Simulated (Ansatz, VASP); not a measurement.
**Sb2As in VASP and in Ansatz**

INCAR

```
SYSTEM = Sb2As
ALGO = Normal
EDIFF = 1E-6
ENCUT = 520
GGA = PE
ISIF = 2
ISMEAR = 0
LASPH = .True.
LCHARG = .False.
LREAL = .False.
LWAVE = .False.
NBANDS = 14
NELM = 100
PREC = Accurate
SIGMA = 0.1
```

The input KPOINTS:

```
k-points
0
Gamma
  6 6 6
  0 0 0
```

Contents of POSCAR:

```
Sb2As
1.0
    0.0000000000      3.3459598013      3.3459598013
    3.3459598013      0.0000000000      3.3459598013
    3.3459598013      3.3459598013      0.0000000000
Sb As
2 1
Direct
    0.2500000000      0.2500000000      0.2500000000
    0.7500000000      0.7500000000      0.7500000000
    0.0000000000      0.0000000000      0.0000000000
```

Input for Ansatz:

```yaml
crystal:
  lattice:
    - [0.0, 3.3459598013, 3.3459598013]
    - [3.3459598013, 0.0, 3.3459598013]
    - [3.3459598013, 3.3459598013, 0.0]
  atoms:
    - { symbol: Sb, position: [0.25, 0.25, 0.25] }
    - { symbol: Sb, position: [0.75, 0.75, 0.75] }
    - { symbol: As, position: [0.0, 0.0, 0.0] }
basis:
  ecutwfc: 420
kpoints:
  mp_grid: { grid: [6, 6, 6] }
hamiltonian:
  xc: pbe
scf:
  occupations: { method: gaussian, width: 0.1 }
  lower_state_search: "off"
output:
  forces: true
  stress: true
  eigenvalues: true
```

Alike in both runs: task single point; functional PBE; k mesh 6 × 6 × 6; occupations gaussian, width 0.1 eV; no spin polarisation.

|  | VASP | Ansatz |
| --- | --- | --- |
| version | VASP 6.6.1 | Ansatz 0.2.0 |
| potentials or method | VASP PAW PBE potentials, release 64 (Sb, As), cutoff 520 eV | scalar-relativistic, plane waves, PAW |
| valence electrons in the cell | 15 | 45 |

|  | VASP | Ansatz | Ansatz less VASP |
| --- | --- | --- | --- |
| gap on the k mesh at the Fermi level (eV) | none | none | - |
| pressure (GPa) | 9.2 | 9.2 | 0.00 |

A gap of «none» marks a metal or a gap that the smearing closes. VASP's potentials hold 15 valence electrons a cell and Ansatz's 45, so a difference there can come from the potentials and not from the codes.

Spin-orbit coupling is off throughout.
